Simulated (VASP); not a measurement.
Set up this calculation in VASP 6.6.1, as the native input.

```
Task                   : single point
Functional             : LDA
Potentials or basis    : VASP PAW LDA potentials, release 64 (La, Hg)
Cutoff                 : 520 eV
k mesh                 : 11 × 11 × 11
Occupations            : fermi-dirac, width 0.08 eV
Spin                   : no spin polarisation
Dipole correction      : no
Further INCAR settings : ALGO = Normal; EDIFF = 1e-07; NBANDS = 18
```

The structure of LaHg lies in POSCAR:

```
LaHg
1.0
    3.7602600000      0.0000000000      0.0000000000
    0.0000000000      3.7602600000      0.0000000000
    0.0000000000      0.0000000000      3.8370000000
La Hg
1 1
Direct
    0.5000000000      0.5000000000      0.5000000000
    0.0000000000      0.0000000000      0.0000000000
```

This cell differs from its parent crystal: equal xx and yy strain of -2 %.

One way to write it, as run:

INCAR

```
SYSTEM = LaHg
  PREC = Accurate
  ENCUT = 520
  EDIFF = 1E-7
  ISMEAR = -1
  SIGMA = 0.08
  LREAL = .FALSE.
  LASPH = .TRUE.
  NELM = 60
  ALGO = Normal
  ISIF = 2
  LWAVE = .FALSE.
  LCHARG = .FALSE.
  GGA = CA
  NBANDS = 18
```

KPOINTS

```
Automatic mesh
0
G
  11 11 11
  0 0 0
```

Potentials or basis: VASP PAW LDA potentials, release 64 (La, Hg).

Command:

```console
$ cat potpaw_LDA.64/La/POTCAR potpaw_LDA.64/Hg/POTCAR > POTCAR
$ mpirun -np 1 vasp_std > vasp.out
```

Results of the run:

The pressure is 0.7 GPa and the band gap on the k mesh is zero (an odd number of electrons rules out a gap without spin polarisation).

Caveat: the cell differs from its parent crystal (equal xx and yy strain of -2 %); spin-orbit coupling is left out, which moves the levels of the heavy elements.

Wall time 3.4 min on 1 thread of Oxide Virtual Turin-like Processor (shared host), peak memory 0.24 GiB.
